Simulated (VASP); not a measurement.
# Na in VASP: a series of runs

The runs below take Na through single point, with PBE.

Everything below comes from runs of VASP 6.6.1. Logs are shortened: lines on timing, memory, paths and dates and some standing lists are left out, and cuts for length are marked.

**1. The cell of the first run**

The structure is cubic, space group Im-3m (No. 229). The conventional cell has a = 4.235 Å, b = 4.235 Å, c = 4.235 Å, α = 90.00°, β = 90.00°, γ = 90.00°. Within 4.8 Å of Na (site symmetry m-3m) lie 14 Na at 3.67 to 4.24 Å.

**2. Single point, PBE**

The input, INCAR:

```
SYSTEM = Na
PREC = Accurate
ENCUT = 520
EDIFF = 1E-6
ISMEAR = -1
SIGMA = 0.05
LREAL = .FALSE.
LASPH = .TRUE.
NELM = 100
ALGO = Normal
ISIF = 2
LWAVE = .FALSE.
LCHARG = .FALSE.
GGA = PE
NBANDS = 10
```

The input, KPOINTS:

```
Automatic mesh
0
G
  12 12 12
  0 0 0
```

The input, POSCAR:

```
Na
1.0
   -2.1175000000      2.1175000000      2.1175000000
    2.1175000000     -2.1175000000      2.1175000000
    2.1175000000      2.1175000000     -2.1175000000
Na
1
Direct
    0.0000000000      0.0000000000      0.0000000000
```

Potentials or basis: VASP PAW PBE potentials, release 64 (Na_pv).

Launch:

```sh
> cat potpaw_PBE.64/Na_pv/POTCAR > POTCAR
> mpirun -np 1 vasp_std > vasp.out
```

OUTCAR:

```text
SYSTEM = Na
   PREC = Accurate
   ENCUT = 520
   EDIFF = 1E-6
   ISMEAR = -1
   LREAL = .FALSE.
   LASPH = .TRUE.
   NELM = 100
   ISIF = 2
   GGA = PE

 ion  position               nearest neighbor table
   1  0.000  0.000  0.000-

  LATTYP: Found a body centered cubic cell.
 ALAT       =     4.2350000000

  Lattice vectors:

 A1 = (  -2.1175000000,   2.1175000000,   2.1175000000)
 A2 = (   2.1175000000,  -2.1175000000,   2.1175000000)
 A3 = (   2.1175000000,   2.1175000000,  -2.1175000000)

Analysis of symmetry for initial positions (statically):
=====================================================================
 Subroutine PRICEL returns:
 Original cell was already a primitive cell.

 Routine SETGRP: Setting up the symmetry group for a
 body centered cubic supercell.

 Subroutine GETGRP returns: Found 48 space group operations
 (whereof 48 operations were pure point group operations)
 out of a pool of 48 trial point group operations.

The static configuration has the point symmetry O_h .

Analysis of symmetry for dynamics (positions and initial velocities):
=====================================================================
 Subroutine PRICEL returns:
 Original cell was already a primitive cell.

 Routine SETGRP: Setting up the symmetry group for a
 body centered cubic supercell.

 Subroutine GETGRP returns: Found 48 space group operations
 (whereof 48 operations were pure point group operations)
 out of a pool of 48 trial point group operations.

The dynamic configuration has the point symmetry O_h .

 Subroutine INISYM returns: Found 48 space group operations
 (whereof 48 operations are pure point group operations),
 and found     1 'primitive' translations

----------------------------------------------------------------------------------------

                                     Primitive cell

  volume of cell :      37.9778

  direct lattice vectors                    reciprocal lattice vectors
    -2.117500000  2.117500000  2.117500000     0.000000000  0.236127509  0.236127509
     2.117500000 -2.117500000  2.117500000     0.236127509  0.000000000  0.236127509
     2.117500000  2.117500000 -2.117500000     0.236127509  0.236127509  0.000000000

  length of vectors
     3.667617585  3.667617585  3.667617585     0.333934725  0.333934725  0.333934725

  position of ions in fractional coordinates (direct lattice)
     0.000000000  0.000000000  0.000000000

  ion indices of the primitive-cell ions
   primitive index   ion index
                 1           1

----------------------------------------------------------------------------------------

 KPOINTS: Automatic mesh

Automatic generation of k-mesh.
 Grid dimensions read from file:
 generate k-points for:   12   12   12

 Generating k-lattice:

  Cartesian coordinates                     Fractional coordinates (reciprocal lattice)
     0.000000000  0.019677292  0.019677292     0.083333333  0.000000000  0.000000000
     0.019677292  0.000000000  0.019677292     0.000000000  0.083333333  0.000000000
     0.019677292  0.019677292  0.000000000     0.000000000  0.000000000  0.083333333

  Length of vectors
     0.027827894  0.027827894  0.027827894

  Shift w.r.t. Gamma in fractional coordinates (k-lattice)
     0.000000000  0.000000000  0.000000000

 Subroutine IBZKPT returns following result:
 ===========================================

 Found     72 irreducible k-points:

 Following reciprocal coordinates:
            Coordinates               Weight
  0.000000  0.000000  0.000000      1.000000
  0.083333  0.000000  0.000000     12.000000
  0.166667  0.000000  0.000000     12.000000
  0.250000  0.000000  0.000000     12.000000
  0.333333  0.000000  0.000000     12.000000
  0.416667  0.000000  0.000000     12.000000
[... 16 lines left out ...]
  0.333333  0.083333  0.083333     24.000000
  0.416667  0.083333  0.083333     12.000000
 [... further k-points ...]
   k-points           NKPTS =     72   k-points in BZ     NKDIM =     72   number of bands    NBANDS=     10
   number of dos      NEDOS =    301   number of ions     NIONS =      1
   total plane-waves  NPLWV =  21952
   dimension x,y,z NGX =    28 NGY =   28 NGZ =   28
   dimension x,y,z NGXF=    56 NGYF=   56 NGZF=   56
   ions per type =               1
   NGX,Y,Z   is equivalent  to a cutoff of  12.69, 12.69, 12.69 a.u.
   NGXF,Y,Z  is equivalent  to a cutoff of  25.38, 25.38, 25.38 a.u.
 SYSTEM =  Na
   PREC   = accura    normal or accurate (medium, high low for compatibility)
   ISTART =      0    job   : 0-new  1-cont  2-samecut
   ICHARG =      2    charge: 1-file 2-atom 10-const
   ISPIN  =      1    spin polarized calculation?
   LNONCOLLINEAR =      F non collinear calculations
   LSORBIT =      F    spin-orbit coupling
   LASPH  =      T    aspherical Exc in radial PAW
   ENCUT  =  520.0 eV  38.22 Ry    6.18 a.u.   6.82  6.82  6.82*2*pi/ulx,y,z
   NELM   =    100;   NELMIN=  2; NELMDL= -5     # of ELM steps
   EDIFF  = 0.1E-05   stopping-criterion for ELM
   LREAL  =      F    real-space projection
   EDIFFG = 0.1E-04   stopping-criterion for IOM
   NSW    =      0    number of steps for IOM
   IBRION =     -1    ionic relax: 0-MD 1-quasi-New 2-CG
   NFREE  =      0    steps in history (QN), initial steepest desc. (CG)
   ISIF   =      2    stress and relaxation
   ISYM   =      2    0-nonsym 1-usesym 2-fastsym
   POTIM  = 0.5000    time-step for ionic-motion
   TEBEG  =    0.0;   TEEND  =   0.0 temperature during run
   PSTRESS=    0.0 pullay stress
   NELECT =       7.0000    total number of electrons
   NUPDOWN=      -1.0000    fix difference up-down
   EMIN   =  10.00;   EMAX   =-10.00  energy-range for DOS
   EFERMI =   0.00;   METHOD = LEGACY
   ISMEAR =    -1;   SIGMA  =   0.05  broadening in eV -4-tet -1-fermi 0-gaus
   EFERMI_NEDOS =   21; number of points for ismear=-14 and -15
   IALGO  =     38    algorithm
   IMIX   =      4    mixing-type and parameters
     AMIX     =   0.40;   BMIX     =  1.00
     AMIX_MAG =   1.60;   BMIX_MAG =  1.00
  volume/ion in A,a.u.               =      37.98       256.29
  Fermi-wavevector in a.u.,A,eV,Ry     =   0.931674  1.760609 11.810087  0.868017
  Thomas-Fermi vector in A             =   2.058192
   LORBIT       =      0    0 simple, 1 ext, 2 COOP (PROOUT), +10 PAW based schemes
   GGA     = PE    functional components
   LHFCALC =     F    Hartree Fock is set to
   AEXX    =    0.0000 exact exchange contribution
   IVDW    =     0    specifies the selected vdW correction
   LEPSILON=     F    determine dielectric tensor
   LRPA    =     F    only Hartree local field effects (RPA)
 non-spin polarized calculation
  energy-cutoff  :      520.00
  volume of cell :       37.98
 maximum number of plane-waves:      1055
   NGX = 13   NGY = 13   NGZ = 13

 number of electron       7.0000012 magnetization

 Free energy of the ion-electron system (eV)
  ---------------------------------------------------
  ext. energy  EPLUGINS =         0.00000000
  ---------------------------------------------------
  free energy    TOTEN  =        -1.31067359 eV

  energy without entropy =       -1.30527176  energy(sigma->0) =       -1.30797268

 E-fermi :   0.2256     XC(G=0):  -6.4398

 val. band max:        0.1893515241   @ k =  -0.3333   0.4167   0.1667
 cond. band min:       0.2998153635   @ k =   0.3333   0.1667  -0.0000
 fundamental gap:      0.1104638394
 Fermi energy:         0.2255707265

 k-point     1 :       0.0000    0.0000    0.0000
  band No.  band energies     occupation
      1     -24.6603      2.00000
      2     -24.6603      2.00000
      3     -24.6603      2.00000
      4      -2.9672      2.00000
      5      11.8366      0.00000
      6      11.8366      0.00000
      7      11.8366      0.00000
      8      12.8239      0.00000
      9      12.8239      0.00000
     10      13.3701      0.00000

 k-point     2 :       0.0833    0.0000    0.0000
  band No.  band energies     occupation
      1     -24.6625      2.00000
      2     -24.6610      2.00000
      3     -24.6603      2.00000
      4      -2.8469      2.00000
      5      10.3508      0.00000
      6      11.1270      0.00000
      7      11.3761      0.00000
      8      11.9516      0.00000
      9      12.2622      0.00000
     10      13.6344      0.00000

 k-point     3 :       0.1667    0.0000    0.0000
  band No.  band energies     occupation
      1     -24.6685      2.00000
      2     -24.6630      2.00000
      3     -24.6602      2.00000
      4      -2.4875      2.00000
      5       8.2046      0.00000
      6      10.1726      0.00000
      7      10.6603      0.00000
      8      11.0309      0.00000
      9      11.8602      0.00000
     10      13.8220      0.00000

 k-point     4 :       0.2500    0.0000    0.0000
  band No.  band energies     occupation
      1     -24.6767      2.00000
      2     -24.6658      2.00000
      3     -24.6602      2.00000
      4      -1.8939      2.00000
      5       6.1893      0.00000
      6       9.3905      0.00000
      7      10.0524      0.00000
      8      10.3085      0.00000
      9      11.3330      0.00000
     10      14.3465      0.00000
[... 222 lines left out ...]
 k-point    22 :       0.2500    0.0833    0.0833
  band No.  band energies     occupation
      1     -24.6851      2.00000
      2     -24.6685      2.00000
      3     -24.6621      2.00000
      4      -0.8420      2.00000
      5       4.5411      0.00000
      6       6.8412      0.00000
      7       7.8812      0.00000
      8      12.2179      0.00000
      9      12.8547      0.00000
     10      15.1825      0.00000

 k-point    23 :       0.3333    0.0833    0.0833
  band No.  band energies     occupation
      1     -24.6891      2.00000
      2     -24.6714      2.00000
      3     -24.6622      2.00000
      4       0.1867      1.37024
      5       2.9189      0.00000
      6       6.5120      0.00000
      7       7.5498      0.00000
      8      11.9047      0.00000
      9      12.6339      0.00000
     10      15.9147      0.00000

 k-point    24 :       0.4167    0.0833    0.0833
  band No.  band energies     occupation
      1     -24.6905      2.00000
      2     -24.6726      2.00000
      3     -24.6623      2.00000
      4       1.2256      0.00000
      5       1.6811      0.00000
      6       6.4022      0.00000
      7       7.4393      0.00000
      8      11.7992      0.00000
      9      12.5527      0.00000
     10      16.3955      0.00000

 [... further k-points ...]
[... 5 lines left out ...]
  --------------------------------------------------------------------------------------
  -------------------------------------------------------------------------------------
  Total       -0.0514482     -0.0514482     -0.0514482      0.0000000      0.0000000     -0.0000000
  in kB       -2.1704529     -2.1704529     -2.1704529      0.0000000      0.0000000     -0.0000000
  external PRESSURE =      -2.1704529 kB  Pullay stress =       0.0000000 kB

 VOLUME and BASIS-vectors are now :
 -----------------------------------------------------------------------------
  energy-cutoff  :      520.00
  volume of cell :       37.98
      direct lattice vectors                 reciprocal lattice vectors
    -2.117500000  2.117500000  2.117500000     0.000000000  0.236127509  0.236127509
     2.117500000 -2.117500000  2.117500000     0.236127509  0.000000000  0.236127509
     2.117500000  2.117500000 -2.117500000     0.236127509  0.236127509  0.000000000

 POSITION                                       TOTAL-FORCE (eV/Angst)
 -----------------------------------------------------------------------------------
      0.00000      0.00000      0.00000         0.000000     -0.000000      0.000000
 -----------------------------------------------------------------------------------
    total drift:                               -0.000000     -0.000000     -0.000000

  FREE ENERGIE OF THE ION-ELECTRON SYSTEM (eV)
  ---------------------------------------------------
  free  energy   TOTEN  =        -1.3106735889 eV

  energy  without entropy=       -1.3052717616  energy(sigma->0) =       -1.30797268
```

It took 23 s on 1 thread of Intel Xeon Platinum 8259CL at 2.50GHz (Skylake/Cascade Lake), shared host; peak memory 0.15 GiB.

What came out:

```
Free energy : -1.3107 eV
Pressure    : -0.2 GPa
```

(Part 1 of 2 ends here.)
